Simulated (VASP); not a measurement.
# AlCo (Pm-3m) in VASP: further runs

The runs below take AlCo through single point, with PBE.

Everything below comes from runs of VASP 6.6.1. Logs are shortened: lines on timing, memory, paths and dates and some standing lists are left out, and cuts for length are marked.

## (1) The cell of the first run

It takes space group Pm-3m (No. 221, cubic). Conventional cell: a = 2.875 Å, b = 2.875 Å, c = 2.875 Å, α = 90.00°, β = 90.00°, γ = 90.00°. Co (site symmetry m-3m) has 8 Al at 2.49 Å and 6 Co at 2.87 Å within 3.3 Å. Al (site symmetry m-3m) has 8 Co at 2.49 Å and 6 Al at 2.87 Å within 3.3 Å.

## (2) Single point, PBE, collinear spin, ferromagnetic start

Contents of INCAR:

```
SYSTEM = AlCo
PREC = Accurate ; ENCUT = 520
EDIFF = 1E-7 ; ISMEAR = -1
SIGMA = 0.05 ; LREAL = .False.
LASPH = .True. ; NELM = 150
ALGO = Normal ; ISIF = 2
LWAVE = .False. ; LCHARG = .False.
ISPIN = 2 ; MAGMOM = 2 0
LORBIT = 11 ; LMAXMIX = 4
GGA = PE ; NBANDS = 17
```

Contents of KPOINTS:

```
Automatic mesh
0
Gamma
  9 9 9
  0 0 0
```

Contents of POSCAR:

```
AlCo
1.0
    2.8746996645      0.0000000000      0.0000000000
    0.0000000000      2.8746996645      0.0000000000
    0.0000000000      0.0000000000      2.8746996645
Co Al
1 1
Direct
    0.5000000000      0.5000000000      0.5000000000
    0.0000000000      0.0000000000      0.0000000000
```

Potentials or basis: VASP PAW PBE potentials, release 64 (Co, Al).

Started as:

```sh
> cat potpaw_PBE.64/Co/POTCAR potpaw_PBE.64/Al/POTCAR > POTCAR
> mpirun -np 1 vasp_std > vasp.out
```

OUTCAR:

```text
SYSTEM = AlCo
   PREC = Accurate
   ENCUT = 520
   EDIFF = 1E-7
   ISMEAR = -1
   LREAL = .False.
   LASPH = .True.
   NELM = 150
   ISIF = 2
   ISPIN = 2
   LORBIT = 11
   GGA = PE

 ion  position               nearest neighbor table
   1  0.500  0.500  0.500-   2 2.49   2 2.49   2 2.49   2 2.49   2 2.49   2 2.49   2 2.49   2 2.49

   2  0.000  0.000  0.000-   1 2.49   1 2.49   1 2.49   1 2.49   1 2.49   1 2.49   1 2.49   1 2.49

  LATTYP: Found a simple cubic cell.
 ALAT       =     2.8746996645

  Lattice vectors:

 A1 = (   2.8746996645,   0.0000000000,   0.0000000000)
 A2 = (   0.0000000000,   2.8746996645,   0.0000000000)
 A3 = (   0.0000000000,   0.0000000000,   2.8746996645)

Analysis of symmetry for initial positions (statically):
=====================================================================
 Subroutine PRICEL returns:
 Original cell was already a primitive cell.

 Routine SETGRP: Setting up the symmetry group for a
 simple cubic supercell.

 Subroutine GETGRP returns: Found 48 space group operations
 (whereof 48 operations were pure point group operations)
 out of a pool of 48 trial point group operations.

The static configuration has the point symmetry O_h .

Analysis of symmetry for dynamics (positions and initial velocities):
=====================================================================
 Subroutine PRICEL returns:
 Original cell was already a primitive cell.

 Routine SETGRP: Setting up the symmetry group for a
 simple cubic supercell.

 Subroutine GETGRP returns: Found 48 space group operations
 (whereof 48 operations were pure point group operations)
 out of a pool of 48 trial point group operations.

The dynamic configuration has the point symmetry O_h .

Analysis of structural, dynamic, and magnetic symmetry:
=====================================================================
 Subroutine PRICEL returns:
 Original cell was already a primitive cell.

 Routine SETGRP: Setting up the symmetry group for a
 simple cubic supercell.

 Subroutine GETGRP returns: Found 48 space group operations
 (whereof 48 operations were pure point group operations)
 out of a pool of 48 trial point group operations.

The overall configuration has the point symmetry O_h .

 Subroutine INISYM returns: Found 48 space group operations
 (whereof 48 operations are pure point group operations),
 and found     1 'primitive' translations

----------------------------------------------------------------------------------------

                                     Primitive cell

  volume of cell :      23.7562

  direct lattice vectors                    reciprocal lattice vectors
     2.874699665  0.000000000  0.000000000     0.347862426  0.000000000  0.000000000
     0.000000000  2.874699665  0.000000000     0.000000000  0.347862426  0.000000000
     0.000000000  0.000000000  2.874699665     0.000000000  0.000000000  0.347862426

  length of vectors
     2.874699665  2.874699665  2.874699665     0.347862426  0.347862426  0.347862426

  position of ions in fractional coordinates (direct lattice)
     0.500000000  0.500000000  0.500000000
     0.000000000  0.000000000  0.000000000

  ion indices of the primitive-cell ions
   primitive index   ion index
                 1           1
                 2           2

----------------------------------------------------------------------------------------

 KPOINTS: Automatic mesh

Automatic generation of k-mesh.
 Grid dimensions read from file:
 generate k-points for:    9    9    9

 Generating k-lattice:

  Cartesian coordinates                     Fractional coordinates (reciprocal lattice)
     0.038651381  0.000000000  0.000000000     0.111111111  0.000000000  0.000000000
     0.000000000  0.038651381  0.000000000     0.000000000  0.111111111  0.000000000
     0.000000000  0.000000000  0.038651381     0.000000000  0.000000000  0.111111111

  Length of vectors
     0.038651381  0.038651381  0.038651381

  Shift w.r.t. Gamma in fractional coordinates (k-lattice)
     0.000000000  0.000000000  0.000000000

 Subroutine IBZKPT returns following result:
 ===========================================

 Found     35 irreducible k-points:

 Following reciprocal coordinates:
            Coordinates               Weight
  0.000000  0.000000  0.000000      1.000000
  0.111111  0.000000  0.000000      6.000000
  0.222222  0.000000  0.000000      6.000000
  0.333333  0.000000  0.000000      6.000000
  0.444444  0.000000  0.000000      6.000000
  0.111111  0.111111  0.000000     12.000000
[... 16 lines left out ...]
  0.333333  0.333333  0.111111     24.000000
  0.444444  0.333333  0.111111     48.000000
 [... further k-points ...]
   k-points           NKPTS =     35   k-points in BZ     NKDIM =     35   number of bands    NBANDS=     17
   number of dos      NEDOS =    301   number of ions     NIONS =      2
   total plane-waves  NPLWV =  13824
   dimension x,y,z NGX =    24 NGY =   24 NGZ =   24
   dimension x,y,z NGXF=    48 NGYF=   48 NGZF=   48
   ions per type =               1   1
   NGX,Y,Z   is equivalent  to a cutoff of  13.88, 13.88, 13.88 a.u.
   NGXF,Y,Z  is equivalent  to a cutoff of  27.76, 27.76, 27.76 a.u.
 SYSTEM =  AlCo
   PREC   = accura    normal or accurate (medium, high low for compatibility)
   ISTART =      0    job   : 0-new  1-cont  2-samecut
   ICHARG =      2    charge: 1-file 2-atom 10-const
   ISPIN  =      2    spin polarized calculation?
   LNONCOLLINEAR =      F non collinear calculations
   LSORBIT =      F    spin-orbit coupling
   LASPH  =      T    aspherical Exc in radial PAW
   ENCUT  =  520.0 eV  38.22 Ry    6.18 a.u.   5.35  5.35  5.35*2*pi/ulx,y,z
   NELM   =    150;   NELMIN=  2; NELMDL= -5     # of ELM steps
   EDIFF  = 0.1E-06   stopping-criterion for ELM
   LREAL  =      F    real-space projection
   EDIFFG = 0.1E-05   stopping-criterion for IOM
   NSW    =      0    number of steps for IOM
   IBRION =     -1    ionic relax: 0-MD 1-quasi-New 2-CG
   NFREE  =      0    steps in history (QN), initial steepest desc. (CG)
   ISIF   =      2    stress and relaxation
   ISYM   =      2    0-nonsym 1-usesym 2-fastsym
   POTIM  = 0.5000    time-step for ionic-motion
   TEBEG  =    0.0;   TEEND  =   0.0 temperature during run
   PSTRESS=    0.0 pullay stress
   NELECT =      12.0000    total number of electrons
   NUPDOWN=      -1.0000    fix difference up-down
   EMIN   =  10.00;   EMAX   =-10.00  energy-range for DOS
   EFERMI =   0.00;   METHOD = LEGACY
   ISMEAR =    -1;   SIGMA  =   0.05  broadening in eV -4-tet -1-fermi 0-gaus
   EFERMI_NEDOS =   21; number of points for ismear=-14 and -15
   IALGO  =     38    algorithm
   IMIX   =      4    mixing-type and parameters
     AMIX     =   0.40;   BMIX     =  1.00
     AMIX_MAG =   1.60;   BMIX_MAG =  1.00
  volume/ion in A,a.u.               =      11.88        80.16
  Fermi-wavevector in a.u.,A,eV,Ry     =   1.303795  2.463816 23.128304  1.699882
  Thomas-Fermi vector in A             =   2.434774
   LORBIT       =     11    0 simple, 1 ext, 2 COOP (PROOUT), +10 PAW based schemes
   GGA     = PE    functional components
   LHFCALC =     F    Hartree Fock is set to
   AEXX    =    0.0000 exact exchange contribution
   IVDW    =     0    specifies the selected vdW correction
   LEPSILON=     F    determine dielectric tensor
   LRPA    =     F    only Hartree local field effects (RPA)
 spin polarized calculation
  energy-cutoff  :      520.00
  volume of cell :       23.76
 maximum number of plane-waves:       656
 NGX is ok and might be reduce to    24
   NGX = 11   NGY = 11   NGZ = 11

 number of electron      12.0000000 magnetization      -0.0048804

 number of electron      12.0000000 magnetization       0.0001902

 Free energy of the ion-electron system (eV)
  ---------------------------------------------------
  ext. energy  EPLUGINS =         0.00000000
  ---------------------------------------------------
  free energy    TOTEN  =       -11.98726123 eV

  energy without entropy =      -11.98211196  energy(sigma->0) =      -11.98468659

 E-fermi :  10.2182     XC(G=0): -12.1398

 val. band max:       10.1757104758   @ k =   0.4444   0.4444   0.1111
 cond. band min:      10.3280987706   @ k =   0.4444   0.3333   0.0000
 fundamental gap:      0.1523882947
 Fermi energy:        10.2182310569

 spin component 1

 k-point     1 :       0.0000    0.0000    0.0000
  band No.  band energies     occupation
      1      -0.6685      1.00000
      2       7.3881      1.00000
      3       7.3881      1.00000
      4       9.4203      1.00000
      5       9.4203      1.00000
      6       9.4203      1.00000
[... 9 lines left out ...]
     16      33.5943      0.00000
     17      33.5943      0.00000

 k-point     2 :       0.1111    0.0000    0.0000
  band No.  band energies     occupation
      1      -0.4392      1.00000
      2       7.3554      1.00000
      3       7.4495      1.00000
      4       9.3030      1.00000
      5       9.3030      1.00000
      6       9.4327      1.00000
[... 9 lines left out ...]
     16      31.5287      0.00000
     17      33.4865      0.00000

 k-point     3 :       0.2222    0.0000    0.0000
  band No.  band energies     occupation
      1       0.2395      1.00000
      2       7.0828      1.00000
      3       7.6102      1.00000
      4       9.0324      1.00000
      5       9.0324      1.00000
      6       9.4641      1.00000
[... 392 lines left out ...]
 k-point    23 :       0.3333    0.3333    0.1111
  band No.  band energies     occupation
      1       3.3054      1.00000
      2       6.8525      1.00000
      3       7.4161      1.00000
      4       8.4064      1.00000
      5       8.8520      1.00000
      6       8.9483      1.00000
[... 9 lines left out ...]
     16      30.7840      0.00000
     17      31.8893      0.00000

 k-point    24 :       0.4444    0.3333    0.1111
  band No.  band energies     occupation
      1       4.4032      1.00000
      2       6.0927      1.00000
      3       7.6049      1.00000
      4       8.2495      1.00000
      5       8.9482      1.00000
      6       9.0645      1.00000
[... 9 lines left out ...]
     16      31.4336      0.00000
     17      33.0215      0.00000

 [... further k-points ...]

 spin component 2

 k-point     1 :       0.0000    0.0000    0.0000
  band No.  band energies     occupation
      1      -0.6686      1.00000
      2       7.3884      1.00000
      3       7.3884      1.00000
      4       9.4205      1.00000
      5       9.4205      1.00000
      6       9.4205      1.00000
[... 9 lines left out ...]
     16      33.5942      0.00000
     17      33.5942      0.00000

 k-point     2 :       0.1111    0.0000    0.0000
  band No.  band energies     occupation
      1      -0.4393      1.00000
      2       7.3557      1.00000
      3       7.4498      1.00000
      4       9.3032      1.00000
      5       9.3032      1.00000
      6       9.4329      1.00000
[... 9 lines left out ...]
     16      31.5286      0.00000
     17      33.4865      0.00000

 k-point     3 :       0.2222    0.0000    0.0000
  band No.  band energies     occupation
      1       0.2394      1.00000
      2       7.0830      1.00000
      3       7.6105      1.00000
      4       9.0325      1.00000
      5       9.0325      1.00000
      6       9.4643      1.00000
[... 392 lines left out ...]
 k-point    23 :       0.3333    0.3333    0.1111
  band No.  band energies     occupation
      1       3.3054      1.00000
      2       6.8526      1.00000
      3       7.4161      1.00000
      4       8.4067      1.00000
      5       8.8522      1.00000
      6       8.9485      1.00000
[... 9 lines left out ...]
     16      30.7840      0.00000
     17      31.8893      0.00000

 k-point    24 :       0.4444    0.3333    0.1111
  band No.  band energies     occupation
      1       4.4032      1.00000
      2       6.0927      1.00000
      3       7.6050      1.00000
      4       8.2498      1.00000
      5       8.9484      1.00000
      6       9.0646      1.00000
[... 9 lines left out ...]
     16      31.4335      0.00000
     17      33.0214      0.00000

 [... further k-points ...]
[... 5 lines left out ...]
  --------------------------------------------------------------------------------------
  -------------------------------------------------------------------------------------
  Total       -0.6114524     -0.6114524     -0.6114524     -0.0000000      0.0000000     -0.0000000
  in kB      -41.2378319    -41.2378319    -41.2378319     -0.0000000      0.0000000     -0.0000000
  external PRESSURE =     -41.2378319 kB  Pullay stress =       0.0000000 kB

 VOLUME and BASIS-vectors are now :
 -----------------------------------------------------------------------------
  energy-cutoff  :      520.00
  volume of cell :       23.76
      direct lattice vectors                 reciprocal lattice vectors
     2.874699665  0.000000000  0.000000000     0.347862426  0.000000000  0.000000000
     0.000000000  2.874699665  0.000000000     0.000000000  0.347862426  0.000000000
     0.000000000  0.000000000  2.874699665     0.000000000  0.000000000  0.347862426

 POSITION                                       TOTAL-FORCE (eV/Angst)
 -----------------------------------------------------------------------------------
      1.43735      1.43735      1.43735         0.000000      0.000000      0.000000
      0.00000      0.00000      0.00000         0.000000      0.000000      0.000000
 -----------------------------------------------------------------------------------
    total drift:                                0.000000     -0.000000     -0.000000

  FREE ENERGIE OF THE ION-ELECTRON SYSTEM (eV)
  ---------------------------------------------------
  free  energy   TOTEN  =       -11.9872612309 eV

  energy  without entropy=      -11.9821119558  energy(sigma->0) =      -11.98468659

 total charge

# of ion       s       p       d       tot
------------------------------------------
    1        0.424   0.486   7.491   8.401
    2        0.391   0.417   0.000   0.808
--------------------------------------------------
tot          0.815   0.903   7.491   9.209

 magnetization (x)

# of ion       s       p       d       tot
------------------------------------------
    1       -0.000  -0.000   0.000   0.000
    2       -0.000  -0.000   0.000  -0.000
--------------------------------------------------
tot         -0.000  -0.000   0.000   0.000
```

It took 9.8 s on 1 thread of Intel Xeon 6975P-C (Granite Rapids), shared host; peak memory 0.16 GiB.

Results:

```
Free energy                                           : -11.9873 eV
Pressure                                              : -4.1 GPa
Band gap on the k mesh                                : zero (filled and empty bands overlap)
Net moment                                            : 0.00 μB per cell
Valence electrons inside the program's atomic spheres : Co 8.40; Al 0.81
```

Levels at points of the mesh, in eV from the Fermi level:
Spin up:
```
           k point  band 3  band 4  band 5  band 6  band 7  band 8  band 9  band 10
(0.00, 0.00, 0.00)   -2.83   -0.80   -0.80   -0.80    5.85    5.85    5.85     8.64
```
Spin down:
| k point | band 2 | band 3 | band 4 | band 5 | band 6 | band 7 | band 8 | band 9 | band 10 | band 11 |
| --- | --- | --- | --- | --- | --- | --- | --- | --- | --- | --- |
| (0.00, 0.00, 0.00) | -2.83 | -2.83 | -0.80 | -0.80 | -0.80 | 5.85 | 5.85 | 5.85 | 8.64 | 8.64 |

Caveat: the starting moments collapsed, and a magnetic state may lie lower.

## (3) Single point, PBE, collinear spin, zero start

This run uses another cell than the first one, of 11.21 Å³/atom, 0.943 times its volume.

Contents of INCAR:

```
PREC = Accurate
ENCUT = 520
EDIFF = 1E-6
ISMEAR = -1
SIGMA = 0.05
LREAL = F
LASPH = T
NELM = 150
ALGO = Normal
ISIF = 2
LWAVE = F
LCHARG = T
ISPIN = 2
MAGMOM = 0 0
LORBIT = 11
NUPDOWN = 0.0
LMAXMIX = 4
GGA = PE
LELF = T
LVHAR = T
NBANDS = 17
```

Contents of KPOINTS:

```
Automatic mesh
0
Gamma
  8 8 8
```

Contents of POSCAR:

```
AlCo
1.0
    2.8194032100      0.0000000000      0.0000000000
    0.0000000000      2.8194032100      0.0000000000
    0.0000000000      0.0000000000      2.8194032100
Co Al
1 1
Direct
    0.5000000000      0.5000000000      0.5000000000
    0.0000000000      0.0000000000      0.0000000000
```

Potentials or basis: VASP PAW PBE potentials, release 64 (Co, Al).

Started as:

```sh
> cat potpaw_PBE.64/Co/POTCAR potpaw_PBE.64/Al/POTCAR > POTCAR
> mpirun -np 1 vasp_std > vasp.out
```

Run time: 13 s. Hardware: 1 thread of Intel Xeon Platinum 8488C (Sapphire Rapids), shared host; peak memory 0.16 GiB.

The run converged. Its results:

```
Free energy                                           : -11.9713 eV
Pressure                                              : 6.7 GPa
Net moment                                            : 0.00 μB per cell
Valence electrons inside the program's atomic spheres : Co 8.51; Al 0.84
```

Caveat: the total moment is fixed, so each spin has its own Fermi level.
